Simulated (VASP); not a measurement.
# TiCo (Pm-3m) in VASP: density of states with PBEsol

Aim: the density of states of TiCo with PBEsol.

Program: VASP 6.6.1. These are calculated values, not measurements. Logs are shortened: lines on timing, memory, paths and dates and some standing lists are left out, and cuts for length are marked.

### Step 1. The cell of the first run

The structure is cubic, space group Pm-3m (No. 221). The conventional cell has a = 2.986 Å, b = 2.986 Å, c = 2.986 Å, α = 90.00°, β = 90.00°, γ = 90.00°. Ti (site symmetry m-3m) has 8 Co at 2.59 Å and 6 Ti at 2.99 Å within 3.4 Å. Within 3.4 Å of Co (site symmetry m-3m) lie 8 Ti at 2.59 Å and 6 Co at 2.99 Å.

### Step 2. Density of states, PBEsol, collinear spin, ferromagnetic start

POSCAR reads:

```
TiCo
1.0
    2.9855872876      0.0000000000      0.0000000000
    0.0000000000      2.9855872876      0.0000000000
    0.0000000000      0.0000000000      2.9855872876
Ti Co
1 1
Direct
    0.0000000000      0.0000000000      0.0000000000
    0.5000000000      0.5000000000      0.5000000000
```

INCAR.step1 reads:

```
SYSTEM = TiCo
ALGO = Normal ; EDIFF = 1E-7
ENCUT = 520 ; GGA = PS
ISIF = 2 ; ISMEAR = 0
ISPIN = 2 ; LASPH = .True.
LCHARG = .True. ; LMAXMIX = 4
LREAL = .False. ; LWAVE = .False.
MAGMOM = 0 1.09 ; NBANDS = 22
NELM = 150 ; PREC = Accurate
SIGMA = 0.1
```

KPOINTS.step1 reads:

```
k-points
0
Gamma
  14 14 14
  0 0 0
```

INCAR.step2 reads:

```
SYSTEM = TiCo
ALGO = Normal ; EDIFF = 1E-7
ENCUT = 520 ; GGA = PS
ICHARG = 11 ; ISIF = 2
ISMEAR = -5 ; ISPIN = 2
LASPH = .True. ; LCHARG = .False.
LMAXMIX = 4 ; LORBIT = 10
LREAL = .False. ; LWAVE = .False.
MAGMOM = 0 1.09 ; NEDOS = 2001
NELM = 150 ; PREC = Accurate
SIGMA = 0.1
```

KPOINTS.step2 reads:

```
k-points
0
Gamma
  21 21 21
  0 0 0
```

Potentials or basis: VASP PAW PBE potentials, release 64 (Ti_sv, Co).

Started as:

```sh
$ cat potpaw_PBE.64/Ti_sv/POTCAR potpaw_PBE.64/Co/POTCAR > POTCAR
$ cp INCAR.step1 INCAR
$ cp KPOINTS.step1 KPOINTS
$ mpirun -np 1 vasp_std > vasp.out
$ cp INCAR.step2 INCAR
$ cp KPOINTS.step2 KPOINTS
$ mpirun -np 1 vasp_std > vasp.out
```

OUTCAR:

```text
SYSTEM = TiCo
   EDIFF = 1E-7
   ENCUT = 520
   GGA = PS
   ICHARG = 11
   ISIF = 2
   ISMEAR = -5
   ISPIN = 2
   LASPH = .True.
   LORBIT = 10
   LREAL = .False.
   NELM = 150
   PREC = Accurate

 ion  position               nearest neighbor table
   1  0.000  0.000  0.000-   2 2.59   2 2.59   2 2.59   2 2.59   2 2.59   2 2.59   2 2.59   2 2.59

   2  0.500  0.500  0.500-   1 2.59   1 2.59   1 2.59   1 2.59   1 2.59   1 2.59   1 2.59   1 2.59

  LATTYP: Found a simple cubic cell.
 ALAT       =     2.9855872876

  Lattice vectors:

 A1 = (   2.9855872876,   0.0000000000,   0.0000000000)
 A2 = (   0.0000000000,   2.9855872876,   0.0000000000)
 A3 = (   0.0000000000,   0.0000000000,   2.9855872876)

Analysis of symmetry for initial positions (statically):
=====================================================================
 Subroutine PRICEL returns:
 Original cell was already a primitive cell.

 Routine SETGRP: Setting up the symmetry group for a
 simple cubic supercell.

 Subroutine GETGRP returns: Found 48 space group operations
 (whereof 48 operations were pure point group operations)
 out of a pool of 48 trial point group operations.

The static configuration has the point symmetry O_h .

Analysis of symmetry for dynamics (positions and initial velocities):
=====================================================================
 Subroutine PRICEL returns:
 Original cell was already a primitive cell.

 Routine SETGRP: Setting up the symmetry group for a
 simple cubic supercell.

 Subroutine GETGRP returns: Found 48 space group operations
 (whereof 48 operations were pure point group operations)
 out of a pool of 48 trial point group operations.

The dynamic configuration has the point symmetry O_h .

Analysis of structural, dynamic, and magnetic symmetry:
=====================================================================
 Subroutine PRICEL returns:
 Original cell was already a primitive cell.

 Routine SETGRP: Setting up the symmetry group for a
 simple cubic supercell.

 Subroutine GETGRP returns: Found 48 space group operations
 (whereof 48 operations were pure point group operations)
 out of a pool of 48 trial point group operations.

The overall configuration has the point symmetry O_h .

 Subroutine INISYM returns: Found 48 space group operations
 (whereof 48 operations are pure point group operations),
 and found     1 'primitive' translations

----------------------------------------------------------------------------------------

                                     Primitive cell

  volume of cell :      26.6127

  direct lattice vectors                    reciprocal lattice vectors
     2.985587288  0.000000000  0.000000000     0.334942477  0.000000000  0.000000000
     0.000000000  2.985587288  0.000000000     0.000000000  0.334942477  0.000000000
     0.000000000  0.000000000  2.985587288     0.000000000  0.000000000  0.334942477

  length of vectors
     2.985587288  2.985587288  2.985587288     0.334942477  0.334942477  0.334942477

  position of ions in fractional coordinates (direct lattice)
     0.000000000  0.000000000  0.000000000
     0.500000000  0.500000000  0.500000000

  ion indices of the primitive-cell ions
   primitive index   ion index
                 1           1
                 2           2

----------------------------------------------------------------------------------------

 KPOINTS: k-points

Automatic generation of k-mesh.
 Grid dimensions read from file:
 generate k-points for:   21   21   21

 Generating k-lattice:

  Cartesian coordinates                     Fractional coordinates (reciprocal lattice)
     0.015949642  0.000000000  0.000000000     0.047619048  0.000000000  0.000000000
     0.000000000  0.015949642  0.000000000     0.000000000  0.047619048  0.000000000
     0.000000000  0.000000000  0.015949642     0.000000000  0.000000000  0.047619048

  Length of vectors
     0.015949642  0.015949642  0.015949642

  Shift w.r.t. Gamma in fractional coordinates (k-lattice)
     0.000000000  0.000000000  0.000000000

 TETIRR: Found   4601 inequivalent tetrahedra from    55566

 Subroutine IBZKPT returns following result:
 ===========================================

 Found    286 irreducible k-points:

 Following reciprocal coordinates:
            Coordinates               Weight
  0.000000  0.000000  0.000000      1.000000
  0.047619  0.000000  0.000000      6.000000
  0.095238  0.000000  0.000000      6.000000
  0.142857  0.000000  0.000000      6.000000
  0.190476  0.000000  0.000000      6.000000
  0.238095  0.000000  0.000000      6.000000
[... 16 lines left out ...]
  0.142857  0.095238  0.000000     24.000000
  0.190476  0.095238  0.000000     24.000000
 [... further k-points ...]
   k-points           NKPTS =    286   k-points in BZ     NKDIM =    286   number of bands    NBANDS=     15
   number of dos      NEDOS =   2001   number of ions     NIONS =      2
   total plane-waves  NPLWV =  13824
   dimension x,y,z NGX =    24 NGY =   24 NGZ =   24
   dimension x,y,z NGXF=    48 NGYF=   48 NGZF=   48
   ions per type =               1   1
   NGX,Y,Z   is equivalent  to a cutoff of  13.36, 13.36, 13.36 a.u.
   NGXF,Y,Z  is equivalent  to a cutoff of  26.73, 26.73, 26.73 a.u.
 SYSTEM =  TiCo
   PREC   = accura    normal or accurate (medium, high low for compatibility)
   ISTART =      0    job   : 0-new  1-cont  2-samecut
   ICHARG =     11    charge: 1-file 2-atom 10-const
   ISPIN  =      2    spin polarized calculation?
   LNONCOLLINEAR =      F non collinear calculations
   LSORBIT =      F    spin-orbit coupling
   LASPH  =      T    aspherical Exc in radial PAW
   ENCUT  =  520.0 eV  38.22 Ry    6.18 a.u.   5.55  5.55  5.55*2*pi/ulx,y,z
   NELM   =    150;   NELMIN=  2; NELMDL=  0     # of ELM steps
   EDIFF  = 0.1E-06   stopping-criterion for ELM
   LREAL  =      F    real-space projection
   EDIFFG = 0.1E-05   stopping-criterion for IOM
   NSW    =      0    number of steps for IOM
   IBRION =     -1    ionic relax: 0-MD 1-quasi-New 2-CG
   NFREE  =      0    steps in history (QN), initial steepest desc. (CG)
   ISIF   =      2    stress and relaxation
   ISYM   =      2    0-nonsym 1-usesym 2-fastsym
   POTIM  = 0.5000    time-step for ionic-motion
   TEBEG  =    0.0;   TEEND  =   0.0 temperature during run
   PSTRESS=    0.0 pullay stress
   NELECT =      21.0000    total number of electrons
   NUPDOWN=      -1.0000    fix difference up-down
   EMIN   =  10.00;   EMAX   =-10.00  energy-range for DOS
   EFERMI =   0.00;   METHOD = LEGACY
   ISMEAR =    -5;   SIGMA  =   0.10  broadening in eV -4-tet -1-fermi 0-gaus
   EFERMI_NEDOS =   21; number of points for ismear=-14 and -15
   IALGO  =     38    algorithm
   IMIX   =      4    mixing-type and parameters
     AMIX     =   0.40;   BMIX     =  1.00
     AMIX_MAG =   1.60;   BMIX_MAG =  1.00
  volume/ion in A,a.u.               =      13.31        89.80
  Fermi-wavevector in a.u.,A,eV,Ry     =   1.512812  2.858799 31.138276  2.288599
  Thomas-Fermi vector in A             =   2.622686
   LORBIT       =     10    0 simple, 1 ext, 2 COOP (PROOUT), +10 PAW based schemes
   GGA     = PS    functional components
   LHFCALC =     F    Hartree Fock is set to
   AEXX    =    0.0000 exact exchange contribution
   IVDW    =     0    specifies the selected vdW correction
   LEPSILON=     F    determine dielectric tensor
   LRPA    =     F    only Hartree local field effects (RPA)
 spin polarized calculation
 Fermi weights with tetrahedron method with Bloechl corrections
  energy-cutoff  :      520.00
  volume of cell :       26.61
 maximum number of plane-waves:       739
 NGX is ok and might be reduce to    24

 number of electron      20.9999983 magnetization       0.7744536

 Free energy of the ion-electron system (eV)
  ---------------------------------------------------
  ext. energy  EPLUGINS =         0.00000000
  ---------------------------------------------------
  free energy    TOTEN  =       -16.86790152 eV

  energy without entropy =      -16.86790152  energy(sigma->0) =      -16.86790152

 E-fermi :   9.7839     XC(G=0): -12.7357

 val. band max:        9.7980069262   @ k =   0.4286   0.4286   0.0952
 cond. band min:       9.7652170803   @ k =   0.4286   0.4286   0.1429
 fundamental gap:     -0.0327898458
 Fermi energy:         9.7838588669

 spin component 1

 k-point     1 :       0.0000    0.0000    0.0000
  band No.  band energies     occupation
      1     -47.1403      1.00000
      2     -23.3317      1.00000
      3     -23.3317      1.00000
      4     -23.3317      1.00000
      5       2.0657      1.00000
      6       5.6650      1.00000
      7       5.6650      1.00000
      8       7.9643      1.00000
      9       7.9643      1.00000
     10       7.9643      1.00000
     11      10.2943      0.00000
     12      10.2943      0.00000
     13      12.4698      0.00000
     14      12.4698      0.00000
     15      12.4698      0.00000
[... 397 lines left out ...]
 k-point    24 :       0.1905    0.0952    0.0000
  band No.  band energies     occupation
      1     -47.1273      1.00000
      2     -23.4270      1.00000
      3     -23.3506      1.00000
      4     -23.3224      1.00000
      5       2.9321      1.00000
      6       5.9905      1.00000
      7       6.0379      1.00000
      8       7.8255      1.00000
      9       7.8814      1.00000
     10       8.1293      1.00000
     11      10.0383      0.00000
     12      10.3483      0.00000
     13      11.4481      0.00000
     14      11.5576      0.00000
     15      12.3624      0.00000

 [... further k-points ...]

 spin component 2

 k-point     1 :       0.0000    0.0000    0.0000
  band No.  band energies     occupation
      1     -47.1450      1.00000
      2     -23.3376      1.00000
      3     -23.3376      1.00000
      4     -23.3376      1.00000
      5       2.0847      1.00000
      6       6.2176      1.00000
      7       6.2176      1.00000
      8       8.4847      1.00000
      9       8.4847      1.00000
     10       8.4847      1.00000
     11      10.7581      0.00000
     12      10.7582      0.00000
     13      12.5640      0.00000
     14      12.5640      0.00000
     15      12.5640      0.00000
[... 397 lines left out ...]
 k-point    24 :       0.1905    0.0952    0.0000
  band No.  band energies     occupation
      1     -47.1319      1.00000
      2     -23.4335      1.00000
      3     -23.3566      1.00000
      4     -23.3283      1.00000
      5       2.9536      1.00000
      6       6.5733      1.00000
      7       6.6252      1.00000
      8       8.3292      1.00000
      9       8.4073      1.00000
     10       8.6930      1.00000
     11      10.4228      0.00000
     12      10.8310      0.00000
     13      11.5149      0.00000
     14      11.5954      0.00000
     15      12.4611      0.00000

 [... further k-points ...]
[... 5 lines left out ...]
  --------------------------------------------------------------------------------------
  -------------------------------------------------------------------------------------
  Total       -1.3946949     -1.3946949     -1.3946949     -0.0000000      0.0000000     -0.0000000
  in kB      -83.9654237    -83.9654237    -83.9654237     -0.0000000      0.0000000     -0.0000000
  external PRESSURE =     -83.9654237 kB  Pullay stress =       0.0000000 kB

 VOLUME and BASIS-vectors are now :
 -----------------------------------------------------------------------------
  energy-cutoff  :      520.00
  volume of cell :       26.61
      direct lattice vectors                 reciprocal lattice vectors
     2.985587288  0.000000000  0.000000000     0.334942477  0.000000000  0.000000000
     0.000000000  2.985587288  0.000000000     0.000000000  0.334942477  0.000000000
     0.000000000  0.000000000  2.985587288     0.000000000  0.000000000  0.334942477

 POSITION                                       TOTAL-FORCE (eV/Angst)
 -----------------------------------------------------------------------------------
      0.00000      0.00000      0.00000         0.000000      0.000000      0.000000
      1.49279      1.49279      1.49279         0.000000      0.000000      0.000000
 -----------------------------------------------------------------------------------
    total drift:                                0.000000      0.000000     -0.000000

  FREE ENERGIE OF THE ION-ELECTRON SYSTEM (eV)
  ---------------------------------------------------
  free  energy   TOTEN  =       -16.8679015207 eV

  energy  without entropy=      -16.8679015207  energy(sigma->0) =      -16.86790152

 total charge

# of ion       s       p       d       tot
------------------------------------------
    1        2.249   6.182   1.852  10.283
    2        0.525   0.458   7.311   8.294
--------------------------------------------------
tot          2.774   6.640   9.164  18.577

 magnetization (x)

# of ion       s       p       d       tot
------------------------------------------
    1       -0.002  -0.010  -0.006  -0.017
    2        0.027  -0.001   0.816   0.842
--------------------------------------------------
tot          0.025  -0.010   0.811   0.825
```

Run time: 90 s. Hardware: 1 thread of Intel Xeon 6975P-C (Granite Rapids), shared host; peak memory 0.31 GiB.

What came out:

```
Net moment                                            : 0.77 μB per cell
Site moments                                          : Ti -0.02; Co +0.84 μB
Valence electrons inside the program's atomic spheres : Ti 10.28; Co 8.29
```

Caveat: the PAW data sets were made with another functional, which shifts forces and pressure a little; tetrahedron occupations give inexact forces and stress in metals.
